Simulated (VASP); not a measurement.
Here is a VASP 6.6.1 calculation.

INCAR

```
ALGO     = Normal         # electronic algorithm
EDIFF    = 1E-7           # SCF threshold, eV
EDIFFG   = -0.005         # ionic threshold
ENCUT    = 600            # plane-wave cutoff, eV
GGA      = PE             # functional
IBRION   = 2              # ionic algorithm
ISIF     = 3              # what is computed and relaxed
ISMEAR   = -1             # smearing method
LASPH    = True           # aspherical terms in the spheres
LCHARG   = False          # write CHGCAR
LREAL    = False          # projectors in reciprocal space
LWAVE    = False          # write WAVECAR
NELM     = 60             # most SCF steps
NSW      = 60             # ionic steps
PREC     = Accurate       # precision mode
PSTRESS  = 150.0        
SIGMA    = 0.1            # smearing width, eV
```

File KPOINTS:

```
k-points
0
Gamma
  16 16 16
```

File POSCAR:

```
Mg
1.0
   -1.6502549462      1.6502549462      1.6502549462
    1.6502549462     -1.6502549462      1.6502549462
    1.6502549462      1.6502549462     -1.6502549462
Mg
1
Direct
    0.0000000000      0.0000000000      0.0000000000
```

Potentials or basis: VASP PAW PBE potentials, release 64 (Mg).

Command:

```console
$ cat potpaw_PBE.64/Mg/POTCAR > POTCAR
$ mpirun -np 1 vasp_std > vasp.out
```

(1) What does it give for the relaxed volume?

(2) What does it give for the band gap on the k mesh?

Results:

(1) 17.73 Å³/atom.

(2) zero (bands 1 and 2 overlap by 4.92 eV).

Caveat: the cell is relaxed towards a set pressure, so the run minimises the enthalpy, not the energy.
